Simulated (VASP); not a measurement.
MgB2, 3 atoms in the cell. Symmetry: P6/mmm, No. 191, hexagonal system. The conventional cell has a = 3.085 Å, b = 3.085 Å, c = 3.523 Å, α = 90.00°, β = 90.00°, γ = 120.00°. Within 3.3 Å of Mg (site symmetry 6/mmm) lie 12 B at 2.51 Å and 6 Mg at 3.08 to 3.09 Å. B (site symmetry -6m2) has 3 B at 1.78 Å within 2.4 Å. 

| Item | Value |
| --- | --- |
| Program | VASP 6.6.1 |
| Task | single point |
| Functional | PBE |
| Potentials or basis | VASP PAW PBE potentials, release 64 (Mg, B) |
| Cutoff | 520 eV |
| k mesh | 10 × 10 × 8 |
| Occupations | gaussian, width 0.021 eV |
| Spin | no spin polarisation |
| Dipole correction | no |
| Further INCAR settings | ALGO = Normal; EDIFF = 1e-06; NBANDS = 11 |

Potentials or basis: VASP PAW PBE potentials, release 64 (Mg, B).

Command:

```sh
$ cat potpaw_PBE.64/Mg/POTCAR potpaw_PBE.64/B/POTCAR > POTCAR
$ mpirun -np 1 vasp_std > vasp.out
```

Hardware: 1 thread of AMD EPYC 9R45 96-Core Processor (Zen 5) (shared host).

Question: Estimate the wall time of this run.

Answer: Run time: 14 s on 1 thread of AMD EPYC 9R45 96-Core Processor (Zen 5) (shared host), peak memory 0.13 GiB. Counts: scf iterations 12, k points 70.
